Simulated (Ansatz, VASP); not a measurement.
**Cs: VASP beside Ansatz**

INCAR

```
SYSTEM = Cs
PREC     = Accurate       ! precision mode
ENCUT    = 520            ! plane-wave cutoff, eV
EDIFF    = 1E-7           ! SCF threshold, eV
ISMEAR   = -1             ! smearing method
SIGMA    = 0.1            ! smearing width, eV
LREAL    = .False.        ! projectors in reciprocal space
LASPH    = .True.         ! aspherical terms in the spheres
NELM     = 60             ! most SCF steps
ALGO     = Normal         ! electronic algorithm
ISIF     = 2              ! what is computed and relaxed
LWAVE    = .False.        ! write WAVECAR
LCHARG   = .False.        ! write CHGCAR
GGA      = CA             ! functional
NBANDS   = 16             ! bands
```

KPOINTS

```
Automatic mesh
0
Gamma
  9 9 5
  0 0 0
```

POSCAR

```
Cs
1.0
    4.7831996432      0.0000000000      0.0000000000
   -2.3915998216      4.1423724024      0.0000000000
    0.0000000000      0.0000000000      7.7487834220
Cs
2
Direct
    0.3333333333      0.6666666667      0.2500000000
    0.6666666667      0.3333333333      0.7500000000
```

Input for Ansatz:

```yaml
crystal:
  lattice:
    - [4.7831996432, 0.0, 0.0]
    - [-2.3915998216, 4.1423724024, 0.0]
    - [0.0, 0.0, 7.748783422]
  atoms:
    - { symbol: Cs, position: [0.3333333333, 0.6666666667, 0.25] }
    - { symbol: Cs, position: [0.6666666667, 0.3333333333, 0.75] }
kpoints:
  mp_grid: { grid: [9, 9, 5] }
scf:
  occupations: { method: fermi_dirac, width: 0.1 }
hamiltonian:
  xc: lda
  pseudopotentials: { kind: all_electron, lapw: { basis_error: 0.001 } }
output:
  forces: true
  stress: true
  eigenvalues: true
  populations: true
```

Change from the starting cell: volume scaled by 0.8, LAPW.

Alike in both runs: task single point; functional LDA; k mesh 9 × 9 × 5; occupations fermi-dirac, width 0.1 eV; no spin polarisation.

|  | VASP | Ansatz |
| --- | --- | --- |
| version | VASP 6.6.1 | Ansatz 0.2.0 |
| potentials or method | VASP PAW LDA potentials, release 64 (Cs_sv), cutoff 520 eV | all-electron LAPW, scalar-relativistic |

Ansatz gave:

- pressure (GPa): 0.8

Problem. Which values does VASP return?

Solution. Pressure (GPa): 0.7.

LDA's correlation is that of Perdew and Zunger in VASP and of Perdew and Wang (1992) in Ansatz. Ansatz ran all-electron here, and VASP with PAW potentials.

Neither program's run includes spin-orbit coupling.
